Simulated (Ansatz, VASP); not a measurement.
# Pd: VASP beside Ansatz

```
Pd
1.0
     0.00000    2.10049    1.94490
     2.10049    0.00000    1.94490
     2.10049    2.10049    0.00000
Pd
1
Direct
  0.00000 0.00000 0.00000
```

Change from the starting cell: strain +0.080 along x and y, +0.000 along z, atoms carried along.

Alike in both runs: task single point; functional PBE; k mesh 20 × 20 × 20; occupations gaussian, width 0.15 eV; no spin polarisation.

```csv
,VASP,Ansatz
version,VASP 6.6.1,Ansatz 0.2.0
potentials or method,"VASP PAW PBE potentials, release 64 (Pd), cutoff 520 eV","scalar-relativistic, plane waves, PAW"
valence electrons in the cell,10,18
```

```tsv
	VASP	Ansatz	Ansatz less VASP
gap on the k mesh at the Fermi level (eV)	none	none	-
pressure (GPa)	-13.8	-13.6	+0.20
traceless stress, the component that is largest in VASP (GPa)	1.02	1.02	+0.002
```

A gap of «none» marks a metal or a gap that the smearing closes. VASP's potentials hold 10 valence electrons a cell and Ansatz's 18, so a difference there can come from the potentials and not from the codes.
